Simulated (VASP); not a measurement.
Here is a VASP 6.6.1 calculation.

The input INCAR:

```
  PREC = Accurate
  ENCUT = 600
  EDIFF = 1E-7
  ISMEAR = -1
  SIGMA = 0.02
  LREAL = False
  LASPH = True
  NELM = 60
  ALGO = Normal
  ISIF = 3
  LWAVE = False
  LCHARG = False
  GGA = PE
  IBRION = 2
  NSW = 80
  EDIFFG = -0.005
  KPAR = 4
```

KPOINTS

```
regular mesh
0
Gamma
  8 8 8
```

POSCAR

```
Ga3SbAs2
1.0
   -1.9981848660      5.9945545979      2.8258601376
    1.9981848660     -5.9945545979      2.8258601376
    1.9981848660      5.9945545979     -2.8258601376
As Ga Sb
2 3 1
Direct
    0.3333333333      0.0000000000      0.3333333333
    0.6666666667      0.0000000000      0.6666666667
    0.5833333333      0.7500000000      0.8333333333
    0.9166666667      0.7500000000      0.1666666667
    0.2500000000      0.7500000000      0.5000000000
    0.0000000000      0.0000000000      0.0000000000
```

Potentials or basis: VASP PAW PBE potentials, release 64 (As, Ga_d, Sb).

The run is started by

```console
$ cat potpaw_PBE.64/As/POTCAR potpaw_PBE.64/Ga_d/POTCAR potpaw_PBE.64/Sb/POTCAR > POTCAR
$ mpirun -np 4 vasp_std > vasp.out
```

(1) Estimate the relaxed cell.

(2) Predict the band gap on the k mesh.

(3) Predict the relaxed volume.

Results:

(1) a = 7.234 Å, b = 7.234 Å, c = 7.234 Å, α = 146.42°, β = 60.00°, γ = 131.83°.

(2) 0.02 eV (least direct gap 0.15 eV).

(3) 25.76 Å³/atom.

Caveat: the smearing spreads over this small gap; semilocal functionals underestimate gaps, and a narrow one can read as zero; spin-orbit coupling is left out, which moves the levels of the heavy elements.
